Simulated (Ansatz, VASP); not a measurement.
One calculation of Be, two programs

Contents of INCAR:

```
PREC = Accurate
ENCUT = 520
EDIFF = 1E-7
ISMEAR = 0
SIGMA = 0.15
LREAL = F
LASPH = T
NELM = 60
ALGO = Fast
ISIF = 2
LWAVE = F
LCHARG = F
GGA = PE
IVDW = 12
NBANDS = 9
```

The input KPOINTS:

```
regular mesh
0
Gamma
  24 24 12
```

File POSCAR:

```
Be
1.0
    2.2511737121      0.0000000000      0.0000000000
   -1.1255868561      1.9495736230      0.0000000000
    0.0000000000      0.0000000000      3.5585571504
Be
2
Direct
    0.2705566141      0.6666666667      0.2500000000
    0.7294433859      0.3333333333      0.7500000000
```

Input for Ansatz:

```yaml
crystal:
  lattice:
    - [2.2511737121, 0.0, 0.0]
    - [-1.1255868561, 1.949573623, 0.0]
    - [0.0, 0.0, 3.5585571504]
  atoms:
    - { symbol: Be, position: [0.2705566141, 0.6666666667, 0.25] }
    - { symbol: Be, position: [0.7294433859, 0.3333333333, 0.75] }
basis:
  ecutwfc: 520.0
kpoints:
  mp_grid: { grid: [24, 24, 12] }
hamiltonian:
  xc: pbe
  dispersion: d3bj
scf:
  occupations: { method: gaussian, width: 0.15 }
output:
  forces: true
  stress: true
  eigenvalues: true
```

Change from the starting cell: mode 4 frozen in at -0.139 Å, equal normal strain along x, y and z +0.0167.

Alike in both runs: task single point; functional PBE; dispersion D3(BJ); k mesh 24 × 24 × 12; occupations gaussian, width 0.15 eV; no spin polarisation.

```csv
,VASP,Ansatz
version,VASP 6.6.1,Ansatz 0.2.0
potentials or method,"VASP PAW PBE potentials, release 64 (Be), cutoff 520 eV","scalar-relativistic, plane waves, PAW"
valence electrons in the cell,4,4
```

|  | VASP | Ansatz | Ansatz less VASP |
| --- | --- | --- | --- |
| gap on the k mesh at the Fermi level (eV) | none | none | - |
| pressure (GPa) | -4.4 | -4.6 | -0.16 |
| traceless stress, the component that is largest in VASP (GPa) | 6.63 | 6.60 | -0.030 |
| rms of the force components (eV/Å) | 0.576 | 0.576 | -0.0001 |

Atom by atom the forces differ by 0.000 eV/Å (rms over components). A gap of «none» marks a metal or a gap that the smearing closes.
